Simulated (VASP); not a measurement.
Set up this calculation in VASP 6.6.1, as the native input.

```yaml
Task: single point
Functional: PBE
Potentials_or_basis: VASP PAW PBE potentials, release 64 (Mg, Si, N)
Cutoff: 520 eV
k_mesh: 6 × 6 × 6
Occupations: gaussian, width 0.2 eV
Spin: no spin polarisation
Dipole_correction: no
Further_INCAR_settings: ALGO = Normal; EDIFF = 1e-06; NBANDS = 23
```

The structure of MgSi4N2 lies in POSCAR:

```
MgSi4N2
1.0
   -3.5511886066      0.0000877362     -0.0003257886
   -1.7751986252     -3.2965905069      4.4925426203
   -1.7752892727      3.3148300744      4.5055972046
Mg Si N
1 4 2
Direct
   -0.0002674580     -0.0000702601      0.0002139447
    0.3224380008      0.8604701625      0.4950679185
    0.6777505878      0.1398076980      0.5049022176
    0.3225190010      0.4953077415      0.8602661448
    0.6785067103      0.5047201692      0.1393073958
    0.4997883907      0.2108543308      0.7885598231
    0.4992647672      0.7889101582      0.2116825555
```

These files were run (other wordings do the same):

INCAR

```
SYSTEM = MgSi4N2
PREC     = Accurate       ! precision mode
ENCUT    = 520            ! plane-wave cutoff, eV
EDIFF    = 1E-6           ! SCF threshold, eV
ISMEAR   = 0              ! smearing method
SIGMA    = 0.2            ! smearing width, eV
LREAL    = .FALSE.        ! projectors in reciprocal space
LASPH    = .TRUE.         ! aspherical terms in the spheres
NELM     = 100            ! most SCF steps
ALGO     = Normal         ! electronic algorithm
ISIF     = 2              ! what is computed and relaxed
LWAVE    = .FALSE.        ! write WAVECAR
LCHARG   = .FALSE.        ! write CHGCAR
GGA      = PE             ! functional
NBANDS   = 23             ! bands
```

KPOINTS

```
regular mesh
0
G
  6 6 6
  0 0 0
```

Potentials or basis: VASP PAW PBE potentials, release 64 (Mg, Si, N).

The run is started by

```console
$ cat potpaw_PBE.64/Mg/POTCAR potpaw_PBE.64/Si/POTCAR potpaw_PBE.64/N/POTCAR > POTCAR
$ mpirun -np 1 vasp_std > vasp.out
```

It gave:

```json
{
 "Pressure": "-0.2 GPa",
 "Largest force": "0.030 eV/Å",
 "Band gap on the k mesh": "zero (bands 14 and 15 overlap by 1.52 eV)"
}
```

Wall time 4.6 min on 1 thread of AMD EPYC 7R13 Processor (Zen 3), on a shared host, peak memory 0.38 GiB.
